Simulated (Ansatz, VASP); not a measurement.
# Two plane-wave programs on GaP

```xyz
2
Lattice="0.0000 2.6549 2.7269 2.7269 0.0000 2.7269 2.7269 2.6549 0.0000" Properties=species:S:1:pos:R:3 pbc="T T T"
Ga    0.0000    0.0000    0.0000
P     4.0904    3.9824    4.0904
```

Alike in both runs: task single point; functional PBE; k mesh 10 × 10 × 10; occupations gaussian, width 0.05 eV; no spin polarisation.

```csv
,VASP,Ansatz
version,VASP 6.6.1,Ansatz 0.2.0
potentials or method,"VASP PAW PBE potentials, release 64 (Ga_d, P), cutoff 520 eV","scalar-relativistic, plane waves, PAW"
valence electrons in the cell,18,18
```

```csv
,VASP,Ansatz,Ansatz less VASP
gap on the k mesh at the Fermi level (eV),1.30,1.30,0.000
least direct gap on the mesh (eV),1.93,1.93,+0.001
pressure (GPa),4.8,4.8,+0.04
"traceless stress, the component that is largest in VASP (GPa)",1.24,1.24,-0.004
```
